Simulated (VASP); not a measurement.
## Fe: single point with LDA

The system is Fe.

```
CELL_PARAMETERS angstrom
2.09931 0.00000 0.00000
-1.04965 1.81805 0.00000
0.00000 0.00000 1.91375
ATOMIC_POSITIONS crystal
Fe 0.00000 0.00000 0.00000
```

* Program: VASP 6.6.1
* Task: single point
* Functional: LDA
* Potentials or basis: VASP PAW LDA potentials, release 64 (Fe)
* Cutoff: 520 eV
* k mesh: 21 × 21 × 19
* Occupations: fermi-dirac, width 0.05 eV
* Spin: collinear spin, ferromagnetic start
* Starting moments: [2.5] μB
* Dipole correction: no
* Further INCAR settings: ALGO = Normal; EDIFF = 1e-07; NBANDS = 14

| Quantity | Value |
| --- | --- |
| Pressure | 206.8 GPa |
| Band gap on the k mesh | zero (filled and empty bands overlap) |
| Net moment | 0.00 μB per cell |

Stress tensor (GPa, compression positive):
```
212.20   0.00   0.00
  0.00 212.20   0.00
  0.00   0.00 196.11
```

Levels at points of the mesh, in eV from the Fermi level:
Spin up:
| k point | band 1 | band 2 | band 3 | band 4 | band 5 | band 6 | band 7 | band 8 |
| --- | --- | --- | --- | --- | --- | --- | --- | --- |
| (0.00, 0.00, 0.00) | -10.95 | -6.88 | -2.84 | -2.84 | 2.02 | 2.02 | 25.20 | 28.60 |
Spin down:
```csv
k point,band 1,band 2,band 3,band 4,band 5,band 6,band 7,band 8,band 9
"(0.00, 0.00, 0.00)",-10.95,-6.88,-2.84,-2.84,2.02,2.02,25.20,28.60,35.87
```

It took 40 s on 1 thread of Intel(R) Xeon(R) 6975P-C (Granite Rapids), with other jobs on the host, peak memory 0.18 GiB.

Caveat: the starting moments collapsed, and a magnetic state may lie lower.
